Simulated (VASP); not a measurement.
Here is a VASP 6.6.1 calculation.

The input INCAR:

```
SYSTEM = TiAl
PREC = Accurate
ENCUT = 520
EDIFF = 1E-7
ISMEAR = 0
SIGMA = 0.1
LREAL = .FALSE.
LASPH = .TRUE.
NELM = 60
ALGO = Fast
ISIF = 2
LWAVE = .FALSE.
LCHARG = .FALSE.
GGA = PE
NBANDS = 23
```

KPOINTS

```
Automatic mesh
0
G
  16 16 12
  0 0 0
```

Contents of POSCAR:

```
TiAl
1.0
    1.5071561821     -5.2479892020      0.0000000000
    1.5071561821      5.2479892020      0.0000000000
    0.0000000000      0.0000000000      4.1851090444
Ti Al
2 2
Direct
    0.8322316652      0.1677683348      0.7500000000
    0.1677683348      0.8322316652      0.2500000000
    0.5725786241      0.4274213759      0.7500000000
    0.4274213759      0.5725786241      0.2500000000
```

Potentials or basis: VASP PAW PBE potentials, release 64 (Ti_sv, Al).

Command:

```bash
$ cat potpaw_PBE.64/Ti_sv/POTCAR potpaw_PBE.64/Al/POTCAR > POTCAR
$ mpirun -np 1 vasp_std > vasp.out
```

(1) Predict the largest force.

(2) Predict the band gap on the k mesh.

Answers

(1) 0.005 eV/Å.

(2) zero (band 15 reaches 8.77 eV, above the bottom of band 16 at 7.39 eV).
